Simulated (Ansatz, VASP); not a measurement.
Two plane-wave programs on Ag

INCAR

```
SYSTEM = Ag
PREC = Accurate ; ENCUT = 520
EDIFF = 1E-6 ; ISMEAR = -1
SIGMA = 0.1 ; LREAL = .FALSE.
LASPH = .TRUE. ; NELM = 80
ALGO = Normal ; ISIF = 2
LWAVE = .FALSE. ; LCHARG = .FALSE.
GGA = RE ; NBANDS = 18
```

KPOINTS

```
regular mesh
0
G
  14 14 8
  0 0 0
```

POSCAR

```
Ag
1.0
    3.0928339715      0.0000000000      0.0000000000
   -1.5464169857      2.6784727890      0.0000000000
    0.0000000000      0.0000000000      5.0030974917
Ag
2
Direct
    0.3333333333      0.6666666667      0.2500000000
    0.6666666667      0.3333333333      0.7500000000
```

Input for Ansatz:

```yaml
crystal:
  lattice:
    - [3.0928339715, 0.0, 0.0]
    - [-1.5464169857, 2.678472789, 0.0]
    - [0.0, 0.0, 5.0030974917]
  atoms:
    - { symbol: Ag, position: [0.3333333333, 0.6666666667, 0.25] }
    - { symbol: Ag, position: [0.6666666667, 0.3333333333, 0.75] }
hamiltonian:
  xc: revpbe
  pseudopotentials:
    kind: paw
    azcp:
      Ag: "pseudopotentials/Ag.paw.azcp"
basis:
  ecutwfc: 420
  fft_grid_basis: typed
kpoints:
  mp_grid: { grid: [14, 14, 8], shift: [0, 0, 0] }
magnetization:
  spin_polarized: false
scf:
  occupations: { method: fermi_dirac, width: 0.1 }
  lower_state_search: "off"
output:
  stress: true
```

Alike in both runs: task single point; functional revPBE; k mesh 14 × 14 × 8; occupations fermi-dirac, width 0.1 eV; no spin polarisation.

```csv
,VASP,Ansatz
version,VASP 6.6.1,Ansatz 0.2.0
potentials or method,"VASP PAW PBE potentials, release 64 (Ag), cutoff 520 eV","plane waves (420 eV) with PAW, scalar-relativistic"
valence electrons in the cell,22,38
```

```csv
,VASP,Ansatz,Ansatz less VASP
pressure (GPa),-6.4,-6.4,+0.01
"traceless stress, the component that is largest in VASP (GPa)",0.22,0.23,+0.002
```

VASP's potentials were made for PBE, not for revPBE. VASP's potentials hold 22 valence electrons a cell and Ansatz's 38, so a difference there can come from the potentials and not from the codes.
